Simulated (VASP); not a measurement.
Input of a VASP 6.6.1 run:

INCAR

```
SYSTEM = Na2P3
  ALGO = Normal
  EDIFF = 1E-7
  ENCUT = 520
  GGA = PE
  ISIF = 2
  ISMEAR = 1
  LASPH = .TRUE.
  LCHARG = .TRUE.
  LELF = .TRUE.
  LREAL = .FALSE.
  LVHAR = .TRUE.
  LWAVE = .FALSE.
  NBANDS = 40
  NELM = 100
  PREC = Accurate
  SIGMA = 0.0159
```

Contents of KPOINTS:

```
k-points
0
G
  5 5 5
  0 0 0
```

File POSCAR:

```
Na2P3
1.0
   -4.3759230000      0.0000000000      4.1415920000
    4.3759230000      0.0000000000      4.1415920000
    0.0000000000      6.5818760000      4.1415920000
Na P
4 6
Direct
    0.7500000000      0.2500000000      0.5000000000
    0.2500000000      0.7500000000      0.5000000000
    0.7122700000      0.2877300000      0.0000000000
    0.2877300000      0.7122700000      0.0000000000
    0.1246000000      0.1246000000      0.1424000000
    0.2670000000      0.2670000000      0.8576000000
    0.8754000000      0.8754000000      0.8576000000
    0.7330000000      0.7330000000      0.1424000000
    0.8565000000      0.8565000000      0.2870000000
    0.1435000000      0.1435000000      0.7130000000
```

Potentials or basis: VASP PAW PBE potentials, release 64 (Na_pv, P).

Command:

```bash
$ cat potpaw_PBE.64/Na_pv/POTCAR potpaw_PBE.64/P/POTCAR > POTCAR
$ mpirun -np 1 vasp_std > vasp.out
```

Problem. What does it give for the pressure?

Solution. 16.4 GPa.

Problem. Estimate the band gap on the k mesh.

Solution. 0.11 eV (least direct gap 0.39 eV).

Problem. Predict the largest force.

Solution. 7.510 eV/Å.

Forces in eV/Å, atoms in the order of the input:
```
Na   0.000  0.000  0.000
Na   0.000  0.000  0.000
Na   0.064  0.000  0.000
Na  -0.064  0.000  0.000
P    0.000  3.868  6.437
P    0.000 -3.868  6.437
P    0.000 -3.868 -6.437
P    0.000  3.868 -6.437
P    0.000  7.492  0.000
P    0.000 -7.492  0.000
```

Caveat: the stress differs along the axes, from -2 to 27 GPa; semilocal functionals underestimate gaps, and a narrow one can read as zero; forces of over 1 eV/Å act on the atoms, so gaps and moduli don't describe the material at rest. A k mesh can miss the band edges.
